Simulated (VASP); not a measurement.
Here is a VASP 6.6.1 calculation.

Contents of POSCAR:

```
BaS
1.0
    0.0000000000      3.2117958731      3.2117958731
    3.2117958731      0.0000000000      3.2117958731
    3.2117958731      3.2117958731      0.0000000000
Ba S
1 1
Direct
    0.0000000000      0.0000000000      0.0000000000
    0.5000000000      0.5000000000      0.5000000000
```

INCAR.step1

```
SYSTEM = BaS
  PREC = Accurate
  ENCUT = 520
  EDIFF = 1E-5
  ISMEAR = 0
  SIGMA = 0.01
  LREAL = .False.
  LASPH = .True.
  NELM = 100
  ALGO = Normal
  ISIF = 2
  LWAVE = .True.
  LCHARG = .False.
  NBANDS = 15
  GGA = PE
```

The input INCAR.step2:

```
SYSTEM = BaS
  PREC = Accurate
  ENCUT = 520
  EDIFF = 1E-6
  ISMEAR = 0
  SIGMA = 0.01
  LREAL = .False.
  LASPH = .True.
  NELM = 100
  ALGO = Normal
  ISIF = 2
  LWAVE = .False.
  LCHARG = .False.
  GGA = PE
  LHFCALC = .True.
  AEXX = 0.25
  PRECFOCK = Normal
  NBANDS = 15
  ISTART = 1
```

File KPOINTS:

```
regular mesh
0
Gamma
  4 4 4
  0 0 0
```

Potentials or basis: VASP PAW PBE potentials, release 64 (Ba_sv, S).

The run is started by

```console
$ cat potpaw_PBE.64/Ba_sv/POTCAR potpaw_PBE.64/S/POTCAR > POTCAR
$ cp INCAR.step1 INCAR
$ mpirun -np 1 vasp_std > vasp.out
$ cp INCAR.step2 INCAR
$ mpirun -np 1 vasp_std > vasp.out
```

Task: What does it give for the band gap on the k mesh?

Result: 3.77 eV, indirect (least direct gap 3.94 eV).

Task: What does it give for the pressure?

Result: 0.1 GPa.

Caveat: the k points lie up to 0.42 Å⁻¹ apart; the PAW data sets were made with another functional, which shifts forces and pressure a little; spin-orbit coupling is left out, which moves the levels of the heavy elements. A k mesh can miss the band edges.
